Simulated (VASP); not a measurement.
# ZrC in VASP: a series of runs

The runs below take ZrC through electric field gradients, with PBEsol.

All numbers are computed with VASP 6.6.1; they aren't measurements. Logs are shortened: lines on timing, memory, paths and dates and some standing lists are left out, and cuts for length are marked.

### 1 The cell of the first run

It takes space group Fm-3m (No. 225, cubic). The conventional cell has a = 4.793 Å, b = 4.793 Å, c = 4.793 Å, α = 90.00°, β = 90.00°, γ = 90.00°. Zr (site symmetry m-3m) has 6 C at 2.40 Å within 3.2 Å. C (site symmetry m-3m) has 6 Zr at 2.40 Å within 3.2 Å.

### 2 Electric field gradients, PBEsol (13.76 Å³/atom)

The input, INCAR:

```
SYSTEM = ZrC
PREC = Accurate
ENCUT = 520
EDIFF = 1E-8
ISMEAR = -1
SIGMA = 0.05
LREAL = .False.
LASPH = .True.
NELM = 80
ALGO = Normal
ISIF = 2
LWAVE = .False.
LCHARG = .False.
GGA = PS
LEFG = .True.
NBANDS = 15
```

The input, KPOINTS:

```
regular mesh
0
Gamma
  15 15 15
  0 0 0
```

The input, POSCAR:

```
ZrC
1.0
    0.0000000000      2.3963042514      2.3963042514
    2.3963042514      0.0000000000      2.3963042514
    2.3963042514      2.3963042514      0.0000000000
Zr C
1 1
Direct
    0.5000000000      0.5000000000      0.5000000000
    0.0000000000      0.0000000000      0.0000000000
```

Potentials or basis: VASP PAW PBE potentials, release 64 (Zr_sv, C).

Launch:

```sh
cat potpaw_PBE.64/Zr_sv/POTCAR potpaw_PBE.64/C/POTCAR > POTCAR
mpirun -np 1 vasp_std > vasp.out
```

OUTCAR:

```text
SYSTEM = ZrC
   PREC = Accurate
   ENCUT = 520
   EDIFF = 1E-8
   ISMEAR = -1
   LREAL = .False.
   LASPH = .True.
   NELM = 80
   ISIF = 2
   GGA = PS

 ion  position               nearest neighbor table
   1  0.500  0.500  0.500-   2 2.40   2 2.40   2 2.40   2 2.40   2 2.40   2 2.40
   2  0.000  0.000  0.000-   1 2.40   1 2.40   1 2.40   1 2.40   1 2.40   1 2.40

  LATTYP: Found a face centered cubic cell.
 ALAT       =     4.7926085028

  Lattice vectors:

 A1 = (   0.0000000000,   2.3963042514,   2.3963042514)
 A2 = (   2.3963042514,   0.0000000000,   2.3963042514)
 A3 = (   2.3963042514,   2.3963042514,   0.0000000000)

Analysis of symmetry for initial positions (statically):
=====================================================================
 Subroutine PRICEL returns:
 Original cell was already a primitive cell.

 Routine SETGRP: Setting up the symmetry group for a
 face centered cubic supercell.

 Subroutine GETGRP returns: Found 48 space group operations
 (whereof 48 operations were pure point group operations)
 out of a pool of 48 trial point group operations.

The static configuration has the point symmetry O_h .

Analysis of symmetry for dynamics (positions and initial velocities):
=====================================================================
 Subroutine PRICEL returns:
 Original cell was already a primitive cell.

 Routine SETGRP: Setting up the symmetry group for a
 face centered cubic supercell.

 Subroutine GETGRP returns: Found 48 space group operations
 (whereof 48 operations were pure point group operations)
 out of a pool of 48 trial point group operations.

The dynamic configuration has the point symmetry O_h .

 Subroutine INISYM returns: Found 48 space group operations
 (whereof 48 operations are pure point group operations),
 and found     1 'primitive' translations

----------------------------------------------------------------------------------------

                                     Primitive cell

  volume of cell :      27.5205

  direct lattice vectors                    reciprocal lattice vectors
     0.000000000  2.396304251  2.396304251    -0.208654640  0.208654640  0.208654640
     2.396304251  0.000000000  2.396304251     0.208654640 -0.208654640  0.208654640
     2.396304251  2.396304251  0.000000000     0.208654640  0.208654640 -0.208654640

  length of vectors
     3.388885972  3.388885972  3.388885972     0.361400437  0.361400437  0.361400437

  position of ions in fractional coordinates (direct lattice)
     0.500000000  0.500000000  0.500000000
     0.000000000  0.000000000  0.000000000

  ion indices of the primitive-cell ions
   primitive index   ion index
                 1           1
                 2           2

----------------------------------------------------------------------------------------

 KPOINTS: regular mesh

Automatic generation of k-mesh.
 Grid dimensions read from file:
 generate k-points for:   15   15   15

 Generating k-lattice:

  Cartesian coordinates                     Fractional coordinates (reciprocal lattice)
    -0.013910309  0.013910309  0.013910309     0.066666667  0.000000000  0.000000000
     0.013910309 -0.013910309  0.013910309     0.000000000  0.066666667  0.000000000
     0.013910309  0.013910309 -0.013910309     0.000000000  0.000000000  0.066666667

  Length of vectors
     0.024093362  0.024093362  0.024093362

  Shift w.r.t. Gamma in fractional coordinates (k-lattice)
     0.000000000  0.000000000  0.000000000

 Subroutine IBZKPT returns following result:
 ===========================================

 Found    120 irreducible k-points:

 Following reciprocal coordinates:
            Coordinates               Weight
  0.000000  0.000000  0.000000      1.000000
  0.066667  0.000000  0.000000      8.000000
  0.133333  0.000000  0.000000      8.000000
  0.200000  0.000000  0.000000      8.000000
  0.266667  0.000000  0.000000      8.000000
  0.333333  0.000000  0.000000      8.000000
[... 16 lines left out ...]
  0.133333  0.133333  0.000000      6.000000
  0.200000  0.133333  0.000000     24.000000
 [... further k-points ...]
   k-points           NKPTS =    120   k-points in BZ     NKDIM =    120   number of bands    NBANDS=     15
   number of dos      NEDOS =    301   number of ions     NIONS =      2
   total plane-waves  NPLWV =  21952
   dimension x,y,z NGX =    28 NGY =   28 NGZ =   28
   dimension x,y,z NGXF=    56 NGYF=   56 NGZF=   56
   ions per type =               1   1
   NGX,Y,Z   is equivalent  to a cutoff of  13.74, 13.74, 13.74 a.u.
   NGXF,Y,Z  is equivalent  to a cutoff of  27.47, 27.47, 27.47 a.u.
 SYSTEM =  ZrC
   PREC   = accura    normal or accurate (medium, high low for compatibility)
   ISTART =      0    job   : 0-new  1-cont  2-samecut
   ICHARG =      2    charge: 1-file 2-atom 10-const
   ISPIN  =      1    spin polarized calculation?
   LNONCOLLINEAR =      F non collinear calculations
   LSORBIT =      F    spin-orbit coupling
   LASPH  =      T    aspherical Exc in radial PAW
   ENCUT  =  520.0 eV  38.22 Ry    6.18 a.u.   6.30  6.30  6.30*2*pi/ulx,y,z
   NELM   =     80;   NELMIN=  2; NELMDL= -5     # of ELM steps
   EDIFF  = 0.1E-07   stopping-criterion for ELM
   LREAL  =      F    real-space projection
   EDIFFG = 0.1E-06   stopping-criterion for IOM
   NSW    =      0    number of steps for IOM
   IBRION =     -1    ionic relax: 0-MD 1-quasi-New 2-CG
   NFREE  =      0    steps in history (QN), initial steepest desc. (CG)
   ISIF   =      2    stress and relaxation
   ISYM   =      2    0-nonsym 1-usesym 2-fastsym
   POTIM  = 0.5000    time-step for ionic-motion
   TEBEG  =    0.0;   TEEND  =   0.0 temperature during run
   PSTRESS=    0.0 pullay stress
   NELECT =      16.0000    total number of electrons
   NUPDOWN=      -1.0000    fix difference up-down
   EMIN   =  10.00;   EMAX   =-10.00  energy-range for DOS
   EFERMI =   0.00;   METHOD = LEGACY
   ISMEAR =    -1;   SIGMA  =   0.05  broadening in eV -4-tet -1-fermi 0-gaus
   EFERMI_NEDOS =   21; number of points for ismear=-14 and -15
   IALGO  =     38    algorithm
   IMIX   =      4    mixing-type and parameters
     AMIX     =   0.40;   BMIX     =  1.00
     AMIX_MAG =   1.60;   BMIX_MAG =  1.00
  volume/ion in A,a.u.               =      13.76        92.86
  Fermi-wavevector in a.u.,A,eV,Ry     =   1.366353  2.582032 25.400990  1.866920
  Thomas-Fermi vector in A             =   2.492501
   LORBIT       =      0    0 simple, 1 ext, 2 COOP (PROOUT), +10 PAW based schemes
   GGA     = PS    functional components
   LHFCALC =     F    Hartree Fock is set to
   AEXX    =    0.0000 exact exchange contribution
   IVDW    =     0    specifies the selected vdW correction
   LEPSILON=     F    determine dielectric tensor
   LRPA    =     F    only Hartree local field effects (RPA)
 non-spin polarized calculation
  energy-cutoff  :      520.00
  volume of cell :       27.52
 maximum number of plane-waves:       754
 NGX is ok and might be reduce to    28
   NGX = 13   NGY = 13   NGZ = 13

 number of electron      16.0000000 magnetization

 Free energy of the ion-electron system (eV)
  ---------------------------------------------------
  ext. energy  EPLUGINS =         0.00000000
  ---------------------------------------------------
  free energy    TOTEN  =       -20.47032432 eV

  energy without entropy =      -20.46745860  energy(sigma->0) =      -20.46889146

 E-fermi :   8.8198     XC(G=0): -11.9955

 val. band max:        8.7525470085   @ k =   0.1333   0.1333   0.0000
 cond. band min:       8.8223417947   @ k =   0.3333   0.2667   0.0000
 fundamental gap:      0.0697947862
 Fermi energy:         8.8198359169

 k-point     1 :       0.0000    0.0000    0.0000
  band No.  band energies     occupation
      1     -39.3650      2.00000
      2     -17.1386      2.00000
      3     -17.1386      2.00000
      4     -17.1386      2.00000
      5      -2.2354      2.00000
      6       9.7725      0.00000
      7       9.7725      0.00000
      8       9.7725      0.00000
      9       9.8708      0.00000
     10       9.8708      0.00000
     11       9.8708      0.00000
     12      11.4755      0.00000
     13      11.4755      0.00000
     14      15.4774      0.00000
     15      19.1066      0.00000

 k-point     2 :       0.0667    0.0000    0.0000
  band No.  band energies     occupation
      1     -39.3616      2.00000
      2     -17.1710      2.00000
      3     -17.1416      2.00000
      4     -17.1416      2.00000
      5      -2.1424      2.00000
      6       8.9773      0.08223
      7       9.1927      0.00115
      8       9.1927      0.00115
      9      10.0944      0.00000
     10      10.0944      0.00000
     11      10.4314      0.00000
     12      12.0271      0.00000
     13      12.0271      0.00000
     14      15.7033      0.00000
     15      19.3645      0.00000

 k-point     3 :       0.1333    0.0000    0.0000
  band No.  band energies     occupation
      1     -39.3521      2.00000
      2     -17.2612      2.00000
      3     -17.1499      2.00000
      4     -17.1499      2.00000
      5      -1.8735      2.00000
      6       7.9840      2.00000
      7       8.4004      1.99955
      8       8.4004      1.99955
      9      10.3910      0.00000
     10      10.3910      0.00000
     11      10.8375      0.00000
     12      13.0970      0.00000
     13      13.0970      0.00000
     14      16.2748      0.00000
     15      20.0594      0.00000
[... 343 lines left out ...]
 k-point    23 :       0.1333    0.1333    0.0000
  band No.  band energies     occupation
      1     -39.3478      2.00000
      2     -17.2525      2.00000
      3     -17.1778      2.00000
      4     -17.1778      2.00000
      5      -1.7827      2.00000
      6       7.2729      2.00000
      7       8.7525      1.58688
      8       8.7525      1.58688
      9       9.2556      0.00033
     10      11.5812      0.00000
     11      11.5812      0.00000
     12      11.6912      0.00000
     13      13.6361      0.00000
     14      16.8609      0.00000
     15      20.3874      0.00000

 k-point    24 :       0.2000    0.1333    0.0000
  band No.  band energies     occupation
      1     -39.3372      2.00000
      2     -17.3361      2.00000
      3     -17.1969      2.00000
      4     -17.1895      2.00000
      5      -1.5127      2.00000
      6       6.6219      2.00000
      7       8.1828      1.99999
      8       8.4235      1.99928
      9       9.3919      0.00002
     10      11.6053      0.00000
     11      12.0029      0.00000
     12      12.5876      0.00000
     13      14.2854      0.00000
     14      17.6013      0.00000
     15      21.1039      0.00000

 [... further k-points ...]

------------------------ aborting loop because EDIFF is reached ----------------------------------------

  FORCE on cell =-STRESS in cart. coord.  units (eV):
  Direction    XX          YY          ZZ          XY          YZ          ZX
  --------------------------------------------------------------------------------------
  -------------------------------------------------------------------------------------
  Total       -2.6642268     -2.6642268     -2.6642268      0.0000000      0.0000000     -0.0000000
  in kB     -155.1050402   -155.1050402   -155.1050402      0.0000000      0.0000000     -0.0000000
  external PRESSURE =    -155.1050402 kB  Pullay stress =       0.0000000 kB

 VOLUME and BASIS-vectors are now :
 -----------------------------------------------------------------------------
  energy-cutoff  :      520.00
  volume of cell :       27.52
      direct lattice vectors                 reciprocal lattice vectors
     0.000000000  2.396304251  2.396304251    -0.208654640  0.208654640  0.208654640
     2.396304251  0.000000000  2.396304251     0.208654640 -0.208654640  0.208654640
     2.396304251  2.396304251  0.000000000     0.208654640  0.208654640 -0.208654640

 POSITION                                       TOTAL-FORCE (eV/Angst)
 -----------------------------------------------------------------------------------
      2.39630      2.39630      2.39630        -0.000000     -0.000000     -0.000000
      0.00000      0.00000      0.00000         0.000000      0.000000      0.000000
 -----------------------------------------------------------------------------------
    total drift:                                0.000000      0.000000      0.000000

  FREE ENERGIE OF THE ION-ELECTRON SYSTEM (eV)
  ---------------------------------------------------
  free  energy   TOTEN  =       -20.4703243196 eV

  energy  without entropy=      -20.4674586015  energy(sigma->0) =      -20.46889146

 Electric field gradients (V/A^2)
---------------------------------------------------------------------
 ion       V_xx      V_yy      V_zz      V_xy      V_xz      V_yz
---------------------------------------------------------------------
   1       0.000    -0.000    -0.000    -0.000    -0.000    -0.000
   2      -0.000     0.000    -0.000    -0.000    -0.000    -0.000
---------------------------------------------------------------------

 Electric field gradients after diagonalization (V/A^2)
 (convention: |V_zz| > |V_xx| > |V_yy|)
----------------------------------------------------------------------
 ion       V_xx      V_yy      V_zz     asymmetry (V_yy - V_xx)/ V_zz
----------------------------------------------------------------------
   1       0.000     0.000    -0.000       0.000
   2       0.000     0.000    -0.000       0.000
----------------------------------------------------------------------

           NMR quadrupolar parameters

 Cq : quadrupolar parameter    Cq=e*Q*V_zz/h
 eta: asymmetry parameters     (V_yy - V_xx)/ V_zz
 Q  : nuclear electric quadrupole moment in mb (millibarn)
----------------------------------------------------------------------
 ion       Cq(MHz)       eta       Q (mb)
----------------------------------------------------------------------
   1      -0.000       0.000       1.000
   2      -0.000       0.000       1.000
----------------------------------------------------------------------
```

It took 1.8 min on 1 thread of Intel Xeon 8259CL, shared host; peak memory 0.19 GiB.

What came out:

* Free energy: -20.4703 eV
* Pressure: -15.5 GPa
* Band gap on the k mesh: zero (bands 8 and 9 overlap by 1.30 eV)
* Largest electric field gradient by atom: under 0.05 V/Å² on every atom

Caveat: the cell stands under tension; the PAW data sets were made with another functional, which shifts forces and pressure a little.

[end of part 1 of 2]

The gap in the log of VASP goes by the Fermi energy; the results here count the filled bands.